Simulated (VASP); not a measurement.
# Si2IrRu2 (I4/mmm) in VASP: single point with PBE

Aim: the single point of Si2IrRu2 with PBE.

Everything below comes from runs of VASP 6.6.1. Logs are shortened: lines on timing, memory, paths and dates and some standing lists are left out, and cuts for length are marked.

### Step 1. The cell of the first run

Symmetry: I4/mmm, No. 139, tetragonal system. Conventional cell: a = 3.855 Å, b = 3.855 Å, c = 8.772 Å, α = 90.00°, β = 90.00°, γ = 90.00°. Ir (site symmetry 4/mmm) has 8 Ru at 2.92 Å and 10 Si at 3.01 to 3.11 Å and 4 Ir at 3.86 Å within 3.9 Å. Within 2.8 Å of Ru (site symmetry -4m2) lie 4 Si at 2.13 Å and 4 Ru at 2.73 Å. Si (site symmetry 4mm) has 4 Ru at 2.13 Å and 1 Si at 2.56 Å within 2.8 Å.

### Step 2. Single point, PBE

File POSCAR:

```
Si2IrRu2
1.0
    0.0000000000      3.8551500000      0.0000000000
    3.8551500000      0.0000000000      0.0000000000
    1.9275750000      1.9275750000     -4.3861550000
Ir Ru Si
1 2 2
Direct
    0.0000000000      0.0000000000      0.0000000000
    0.7500000000      0.2500000000      0.5000000000
    0.2500000000      0.7500000000      0.5000000000
    0.3540000000      0.3540000000      0.2920000000
    0.6460000000      0.6460000000      0.7080000000
```

File INCAR.step1:

```
SYSTEM = Si2IrRu2
ALGO = Normal ; EDIFF = 1E-6
ENCUT = 520 ; GGA = PE
ISIF = 2 ; ISMEAR = -1
LASPH = .True. ; LCHARG = .True.
LMAXMIX = 4 ; LREAL = .False.
LWAVE = .False. ; NBANDS = 30
NELM = 80 ; PREC = Accurate
SIGMA = 0.0789
```

File KPOINTS.step1:

```
k-points
0
Gamma
  10 10 10
  0 0 0
```

File INCAR.step2:

```
SYSTEM = Si2IrRu2
ALGO = Normal ; EDIFF = 1E-6
ENCUT = 520 ; GGA = PE
ICHARG = 11 ; ISIF = 2
ISMEAR = -5 ; LASPH = .True.
LCHARG = .False. ; LMAXMIX = 4
LORBIT = 11 ; LREAL = .False.
LWAVE = .False. ; NEDOS = 1001
NELM = 80 ; PREC = Accurate
SIGMA = 0.0789
```

File KPOINTS.step2:

```
k-points
0
Gamma
  15 15 15
  0 0 0
```

Potentials or basis: VASP PAW PBE potentials, release 64 (Ir, Ru_pv, Si).

Launch:

```bash
cat potpaw_PBE.64/Ir/POTCAR potpaw_PBE.64/Ru_pv/POTCAR potpaw_PBE.64/Si/POTCAR > POTCAR
cp INCAR.step1 INCAR
cp KPOINTS.step1 KPOINTS
mpirun -np 1 vasp_std > vasp.out
cp INCAR.step2 INCAR
cp KPOINTS.step2 KPOINTS
mpirun -np 1 vasp_std > vasp.out
```

OUTCAR:

```text
SYSTEM = Si2IrRu2
   EDIFF = 1E-6
   ENCUT = 520
   GGA = PE
   ICHARG = 11
   ISIF = 2
   ISMEAR = -5
   LASPH = .True.
   LORBIT = 11
   LREAL = .False.
   NELM = 80
   PREC = Accurate

 ion  position               nearest neighbor table
   1  0.000  0.000  0.000-   2 2.92   3 2.92   2 2.92   3 2.92   2 2.92   3 2.92   2 2.92   3 2.92
                             5 3.01   5 3.01   5 3.01   5 3.01   4 3.01   4 3.01   4 3.01   4 3.01
   2  0.750  0.250  0.500-   4 2.13   4 2.13   5 2.13   5 2.13   3 2.73   3 2.73   3 2.73   3 2.73
                             1 2.92   1 2.92   1 2.92   1 2.92
   3  0.250  0.750  0.500-   4 2.13   4 2.13   5 2.13   5 2.13   2 2.73   2 2.73   2 2.73   2 2.73
                             1 2.92   1 2.92   1 2.92   1 2.92
   4  0.354  0.354  0.292-   2 2.13   3 2.13   3 2.13   2 2.13   5 2.56   1 3.01   1 3.01   1 3.01
                             1 3.01   1 3.11
   5  0.646  0.646  0.708-   3 2.13   2 2.13   2 2.13   3 2.13   4 2.56   1 3.01   1 3.01   1 3.01
                             1 3.01   1 3.11

  LATTYP: Found a body centered tetragonal cell.
 ALAT       =     3.8551500000
 C/A-ratio  =     2.2754782564

  Lattice vectors:

 A1 = (  -1.9275750000,   1.9275750000,   4.3861550000)
 A2 = (   1.9275750000,  -1.9275750000,   4.3861550000)
 A3 = (   1.9275750000,   1.9275750000,  -4.3861550000)

Analysis of symmetry for initial positions (statically):
=====================================================================
 Subroutine PRICEL returns:
 Original cell was already a primitive cell.

 Routine SETGRP: Setting up the symmetry group for a
 body centered tetragonal supercell.

 Subroutine GETGRP returns: Found 16 space group operations
 (whereof 16 operations were pure point group operations)
 out of a pool of 16 trial point group operations.

The static configuration has the point symmetry D_4h.

Analysis of symmetry for dynamics (positions and initial velocities):
=====================================================================
 Subroutine PRICEL returns:
 Original cell was already a primitive cell.

 Routine SETGRP: Setting up the symmetry group for a
 body centered tetragonal supercell.

 Subroutine GETGRP returns: Found 16 space group operations
 (whereof 16 operations were pure point group operations)
 out of a pool of 16 trial point group operations.

The dynamic configuration has the point symmetry D_4h.

 Subroutine INISYM returns: Found 16 space group operations
 (whereof 16 operations are pure point group operations),
 and found     1 'primitive' translations

[... 117 lines left out ...]
   ISMEAR =    -5;   SIGMA  =   0.08  broadening in eV -4-tet -1-fermi 0-gaus
   EFERMI_NEDOS =   21; number of points for ismear=-14 and -15
   IALGO  =     38    algorithm
   IMIX   =      4    mixing-type and parameters
     AMIX     =   0.40;   BMIX     =  1.00
     AMIX_MAG =   1.60;   BMIX_MAG =  1.00
  volume/ion in A,a.u.               =      13.04        87.98
  Fermi-wavevector in a.u.,A,eV,Ry     =   1.446850  2.734150 28.482093  2.093375
  Thomas-Fermi vector in A             =   2.564872
   LORBIT       =     11    0 simple, 1 ext, 2 COOP (PROOUT), +10 PAW based schemes
   GGA     = PE    functional components
   LHFCALC =     F    Hartree Fock is set to
   AEXX    =    0.0000 exact exchange contribution
   IVDW    =     0    specifies the selected vdW correction
   LEPSILON=     F    determine dielectric tensor
   LRPA    =     F    only Hartree local field effects (RPA)
 non-spin polarized calculation
 Fermi weights with tetrahedron method with Bloechl corrections
  energy-cutoff  :      520.00
  volume of cell :       65.19
 maximum number of plane-waves:      1780
 NGX is ok and might be reduce to    30

 number of electron      44.9999998 magnetization

 Free energy of the ion-electron system (eV)
  ---------------------------------------------------
  ext. energy  EPLUGINS =         0.00000000
  ---------------------------------------------------
  free energy    TOTEN  =       -34.92809303 eV

  energy without entropy =      -34.92809303  energy(sigma->0) =      -34.92809303

 E-fermi :  11.7008     XC(G=0): -13.1027

 val. band max:       11.7298158025   @ k =  -0.2000   0.0000   0.2667
 cond. band min:      11.6682796074   @ k =  -0.2667  -0.2667   0.1333
 fundamental gap:     -0.0615361950
 Fermi energy:        11.7007791816

 k-point     1 :       0.0000    0.0000    0.0000
  band No.  band energies     occupation
      1     -31.4112      2.00000
      2     -31.4112      2.00000
      3     -30.9131      2.00000
      4     -30.9131      2.00000
      5     -30.8940      2.00000
      6     -30.7695      2.00000
[... 709 lines left out ...]
     26      14.7219      0.00000
     27      16.2516      0.00000

 [... further k-points ...]

------------------------ aborting loop because EDIFF is reached ----------------------------------------

  FORCE on cell =-STRESS in cart. coord.  units (eV):
  Direction    XX          YY          ZZ          XY          YZ          ZX
  --------------------------------------------------------------------------------------
  -------------------------------------------------------------------------------------
  Total       26.6457760     26.6457760     13.5107333      0.0000000      0.0000000      0.0000000
  in kB      654.8961232    654.8961232    332.0648969      0.0000000      0.0000000      0.0000000
  external PRESSURE =     547.2857144 kB  Pullay stress =       0.0000000 kB

 VOLUME and BASIS-vectors are now :
 -----------------------------------------------------------------------------
  energy-cutoff  :      520.00
  volume of cell :       65.19
      direct lattice vectors                 reciprocal lattice vectors
     0.000000000  3.855150000  0.000000000     0.000000000  0.259393279  0.113995059
     3.855150000  0.000000000  0.000000000     0.259393279  0.000000000  0.113995059
     1.927575000  1.927575000 -4.386155000     0.000000000  0.000000000 -0.227990119

 POSITION                                       TOTAL-FORCE (eV/Angst)
 -----------------------------------------------------------------------------------
      0.00000      0.00000      0.00000        -0.000000      0.000000     -0.000000
      1.92758      3.85515     -2.19308         0.000000      0.000000     -0.000000
      3.85515      1.92758     -2.19308        -0.000000     -0.000000     -0.000000
      1.92758      1.92758     -1.28076         0.000000      0.000000      6.447224
      3.85515      3.85515     -3.10540        -0.000000     -0.000000     -6.447224
 -----------------------------------------------------------------------------------
    total drift:                                0.000000     -0.000000     -0.000000

  FREE ENERGIE OF THE ION-ELECTRON SYSTEM (eV)
  ---------------------------------------------------
  free  energy   TOTEN  =       -34.9280930344 eV

  energy  without entropy=      -34.9280930344  energy(sigma->0) =      -34.92809303

 total charge

# of ion       s       p       d       tot
------------------------------------------
    1        0.503   0.415   7.012   7.931
    2        0.424   6.433   6.574  13.431
    3        0.424   6.433   6.574  13.431
    4        0.820   1.037   0.000   1.857
    5        0.820   1.037   0.000   1.857
--------------------------------------------------
tot          2.991  15.354  20.160  38.505
```

It took 13 min on 1 thread of Intel Xeon 8259CL, shared host; peak memory 0.58 GiB.

What came out:

```
Valence electrons inside the program's atomic spheres : Ir 7.93; Ru 13.43; Si 1.86
```

Levels at points of the mesh, in eV from the Fermi level:
| k point | band 20 | band 21 | band 22 | band 23 | band 24 | band 25 |
| --- | --- | --- | --- | --- | --- | --- |
| (0.00, 0.00, 0.00) | -1.47 | -0.99 | -0.84 | 1.01 | 1.68 | 3.42 |

Caveat: spin-orbit coupling is left out, which moves the levels of the heavy elements; tetrahedron occupations give inexact forces and stress in metals.
